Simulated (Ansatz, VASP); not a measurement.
**Two plane-wave programs on Pt**

```xyz
2
Lattice="2.5073 0.0000 0.0000 -1.2536 2.1714 0.0000 0.0000 0.0000 4.2259" Properties=species:S:1:pos:R:3 pbc="T T T"
Pt    0.0000    1.4476    1.0565
Pt    1.2536    0.7238    3.1694
```

Change from the starting cell: volume scaled by 0.76, PAW files.

Alike in both runs: task single point; functional PBEsol; k mesh 17 × 17 × 10; occupations fermi-dirac, width 0.05 eV; no spin polarisation.

|  | VASP | Ansatz |
| --- | --- | --- |
| version | VASP 6.6.1 | Ansatz 0.2.0 |
| potentials or method | VASP PAW PBE potentials, release 64 (Pt) | PAW with Ansatz's default frozen-core files, scalar-relativistic |
| plane-wave cutoff (eV) | 520 | 420 |
| valence electrons in the cell | 20 | 36 |

```csv
,VASP,Ansatz,Ansatz less VASP
pressure (GPa),159.3,158.2,-1.10
"traceless stress, the component that is largest in VASP (GPa)",-0.10,0.00,+0.095
```

VASP's potentials were made for PBE, not for PBEsol. Both programs put the cell under a high pressure, so it lies far from rest at this level. With one functional, cell and mesh, what is left measures potentials, basis and numerics. VASP's potentials hold 20 valence electrons a cell and Ansatz's 36, so a difference there can come from the potentials and not from the codes.

Spin-orbit coupling is off throughout. Noted on VASP's run: the cell as given lies far from equilibrium.
